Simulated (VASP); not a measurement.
KF:

```xyz
2
Lattice="0.0669 2.6590 2.6590 2.6590 0.0669 2.6590 2.7258 2.7258 0.0000" Properties=species:S:1:pos:R:3 pbc="T T T"
K     0.0000    0.0000    0.0000
F     2.7258    2.7258    2.6590
```

This cell differs from its parent crystal: shear xy strain +5.0%.

Base run:

```yaml
Program: VASP 6.6.1
Functional: r2SCAN
Potentials_or_basis: VASP PAW PBE potentials, release 64 (K_sv, F)
Cutoff: 520 eV
k_mesh: 8 × 8 × 8
Occupations: gaussian, width 0.01 eV
Spin: no spin polarisation
```

Its results: band gap on the k mesh 6.88 eV; pressure 0.0 GPa.

**Question.** The run is repeated on the same cell with these changes: functional from r2SCAN to PBE; occupations from gaussian, width 0.01 eV to fermi-dirac, width 0.02 eV. What comes out?

**Answer.** Band gap on the k mesh 6.21 eV; pressure 2.0 GPa.

Caveats: the PAW data sets were made with another functional, which shifts forces and pressure a little (at least some runs).

A k mesh can miss the band edges.
